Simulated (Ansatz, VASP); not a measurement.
# TaN in VASP and in Ansatz

```
Ta N
1.0
     5.19600    0.00000    0.00000
    -2.59800    4.49987    0.00000
     0.00000    0.00000    2.91100
Ta N
3 3
Direct
  0.33333 0.66667 0.50000
  0.66667 0.33333 0.50000
  0.00000 0.00000 0.00000
  0.39285 0.00000 0.00000
  0.60715 0.60715 0.00000
  0.00000 0.39285 0.00000
```

Alike in both runs: task single point; functional r2SCAN; k mesh 6 × 6 × 6; occupations gaussian, width 0.1 eV; collinear spin.

|  | VASP | Ansatz |
| --- | --- | --- |
| version | VASP 6.6.1 | Ansatz 0.2.0 |
| potentials or method | VASP PAW PBE potentials, release 64 (Ta_sv_GW, N), cutoff 660 eV | scalar-relativistic, plane waves, PAW |
| valence electrons in the cell | 54 | 54 |

VASP gave:

```
gap on the k mesh at the Fermi level (eV)                     : none
pressure (GPa)                                                : 0.4
traceless stress, the component that is largest in VASP (GPa) : -1.16
rms of the force components (eV/Å)                            : 0.008
net moment per atom (μB)                                      : 0.00
```

Q: Which values does Ansatz return?

A: gap on the k mesh at the Fermi level (eV): none; pressure (GPa): 0.3; traceless stress, the component that is largest in VASP (GPa): -1.05; rms of the force components (eV/Å): 0.013; net moment per atom (μB): 0.00.

VASP's potentials were made for PBE, not for r2SCAN. Atom by atom the forces differ by 0.005 eV/Å (rms over components). A gap of «none» marks a metal or a gap that the smearing closes. Ansatz's warnings: seeded moment not kept, stability check not made.

Spin-orbit coupling is off throughout.
